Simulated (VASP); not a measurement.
HgTe, 2 atoms in the cell. The structure is cubic, space group Fm-3m (No. 225). Conventional cell: a = 6.317 Å, b = 6.317 Å, c = 6.317 Å, α = 90.00°, β = 90.00°, γ = 90.00°. Within 4.2 Å of Hg (site symmetry m-3m) lie 6 Te at 3.16 Å. Within 4.2 Å of Te (site symmetry m-3m) lie 6 Hg at 3.16 Å.  This cell differs from its parent crystal: volume scaled by 0.98.

- Program: VASP 6.6.1
- Task: single point
- Functional: LDA
- Potentials or basis: VASP PAW LDA potentials, release 64 (Hg, Te)
- Cutoff: 520 eV
- k mesh: 7 × 7 × 7
- Occupations: fermi-dirac, width 0.05 eV
- Spin: no spin polarisation
- Dipole correction: no
- Further INCAR settings: ALGO = Normal; EDIFF = 1e-06; NBANDS = 16

Potentials or basis: VASP PAW LDA potentials, release 64 (Hg, Te).

Launch:

```sh
$ cat potpaw_LDA.64/Hg/POTCAR potpaw_LDA.64/Te/POTCAR > POTCAR
$ mpirun -np 1 vasp_std > vasp.out
```

Hardware: 1 thread of Intel(R) Xeon(R) 6975P-C (Granite Rapids), on a shared host.

Question: Estimate the wall time of this run.

Answer: Wall time 18 s on 1 thread of Intel(R) Xeon(R) 6975P-C (Granite Rapids) (shared host), peak memory 0.17 GiB. Counts: scf iterations 12, k points 20.
